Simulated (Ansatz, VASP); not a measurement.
## Mg2Si3N3: VASP beside Ansatz

The input INCAR:

```
  PREC = Accurate
  ENCUT = 600
  EDIFF = 1E-7
  ISMEAR = 0
  SIGMA = 0.2
  LREAL = False
  LASPH = True
  NELM = 120
  ALGO = Normal
  ISIF = 3
  LWAVE = False
  LCHARG = False
  GGA = PE
  IBRION = 2
  NSW = 36
  EDIFFG = -0.08
  GGA_COMPAT = False
  NELMIN = 4
```

KPOINTS

```
regular mesh
0
Gamma
  3 3 3
```

POSCAR

```
Mg2Si3N3
1.0
    4.8718909700      0.0000000000      0.0000000000
    0.0000000000      4.8718909700      0.0000000000
    0.0000000000      0.0000000000      4.8718909700
Mg Si N
2 3 3
Direct
    0.5000000000      0.5000000000      0.5000000000
    0.0000000000      0.0000000000      0.0000000000
    0.0000000000      0.5000000000      0.5000000000
    0.5000000000      0.0000000000      0.5000000000
    0.5000000000      0.5000000000      0.0000000000
    0.5000000000      0.0000000000      0.0000000000
    0.0000000000      0.5000000000      0.0000000000
    0.0000000000      0.0000000000      0.5000000000
```

Input for Ansatz:

```yaml
crystal:
  lattice:
    - [4.87189097, 0.0, 0.0]
    - [0.0, 4.87189097, 0.0]
    - [0.0, 0.0, 4.87189097]
  atoms:
    - { symbol: Mg, position: [0.5, 0.5, 0.5] }
    - { symbol: Mg, position: [0.0, 0.0, 0.0] }
    - { symbol: Si, position: [0.0, 0.5, 0.5] }
    - { symbol: Si, position: [0.5, 0.0, 0.5] }
    - { symbol: Si, position: [0.5, 0.5, 0.0] }
    - { symbol: "N", position: [0.5, 0.0, 0.0] }
    - { symbol: "N", position: [0.0, 0.5, 0.0] }
    - { symbol: "N", position: [0.0, 0.0, 0.5] }
basis:
  ecutwfc: 420
kpoints:
  mp_grid: { grid: [3, 3, 3] }
hamiltonian:
  xc: pbe
scf:
  occupations: { method: gaussian, width: 0.2 }
  lower_state_search: "off"
output:
  forces: true
  stress: true
  eigenvalues: true
relax:
  adjacent_minimum: "off"
  f_tol: 0.08
  max_steps: 16
  cell: { stress_tol: 0.8 }
```

Alike in both runs: task relaxation of cell and atoms; functional PBE; k mesh 3 × 3 × 3; occupations gaussian, width 0.2 eV; no spin polarisation.

```csv
,VASP,Ansatz
version,VASP 6.6.1,Ansatz 0.2.0
potentials or method,"VASP PAW PBE potentials, release 64 (Mg, Si, N), cutoff 600 eV","scalar-relativistic, plane waves, PAW"
valence electrons in the cell,31,47
```

Ansatz gave:

| Property | Result |
| --- | --- |
| gap on the k mesh at the Fermi level, each at its own relaxed structure (eV) | none |
| relaxed volume (Å³/atom) | 12.53 |
| relaxed cell length with the largest relative difference (Å) | 4.645 |

**Question.** What did VASP give for the same quantities?

**Answer.** gap on the k mesh at the Fermi level, each at its own relaxed structure (eV): none; relaxed volume (Å³/atom): 12.52; relaxed cell length with the largest relative difference (Å): 4.645.

A gap of «none» marks a metal or a gap that the smearing closes. VASP's potentials hold 31 valence electrons a cell and Ansatz's 47, so a difference there can come from the potentials and not from the codes.

The k mesh is coarse, so the values compare programs but aren't converged.
